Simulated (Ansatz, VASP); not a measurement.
# Two plane-wave programs on Ti

The input INCAR:

```
SYSTEM = Ti
  ALGO = Normal
  EDIFF = 1E-7
  ENCUT = 520
  GGA = PS
  ISIF = 2
  ISMEAR = 0
  LASPH = .TRUE.
  LCHARG = .FALSE.
  LREAL = .FALSE.
  LWAVE = .FALSE.
  NBANDS = 12
  NELM = 80
  PREC = Accurate
  SIGMA = 0.15
```

File KPOINTS:

```
k-points
0
G
  10 10 10
  0 0 0
```

Contents of POSCAR:

```
Ti
1.0
    0.0000000000      1.9995500000      2.0300000000
    1.9995500000      0.0000000000      2.0300000000
    1.9995500000      1.9995500000      0.0000000000
Ti
1
Direct
    0.0000000000      0.0000000000      0.0000000000
```

Input for Ansatz:

```yaml
crystal:
  lattice:
    - [0.0, 1.99955, 2.03]
    - [1.99955, 0.0, 2.03]
    - [1.99955, 1.99955, 0.0]
  atoms:
    - { symbol: Ti, position: [0.0, 0.0, 0.0] }
basis:
  ecutwfc: 420
kpoints:
  mp_grid: { grid: [10, 10, 10] }
hamiltonian:
  xc: pbesol
scf:
  occupations: { method: gaussian, width: 0.15 }
output:
  forces: true
  stress: true
  eigenvalues: true
```

Change from the starting cell: strain -0.015 along x and y, +0.000 along z, atoms carried along.

Alike in both runs: task single point; functional PBEsol; k mesh 10 × 10 × 10; occupations gaussian, width 0.15 eV; no spin polarisation.

|  | VASP | Ansatz |
| --- | --- | --- |
| version | VASP 6.6.1 | Ansatz 0.2.0 |
| potentials or method | VASP PAW PBE potentials, release 64 (Ti_sv), cutoff 520 eV | scalar-relativistic, plane waves, PAW |
| valence electrons in the cell | 12 | 12 |

VASP gave:

| Item | Value |
| --- | --- |
| gap on the k mesh at the Fermi level (eV) | none |
| pressure (GPa) | 2.9 |
| traceless stress, the component that is largest in VASP (GPa) | -0.47 |

Which values does Ansatz return?

gap on the k mesh at the Fermi level (eV): none; pressure (GPa): 3.2; traceless stress, the component that is largest in VASP (GPa): -0.47.

VASP's potentials were made for PBE, not for PBEsol. A gap of «none» marks a metal or a gap that the smearing closes.
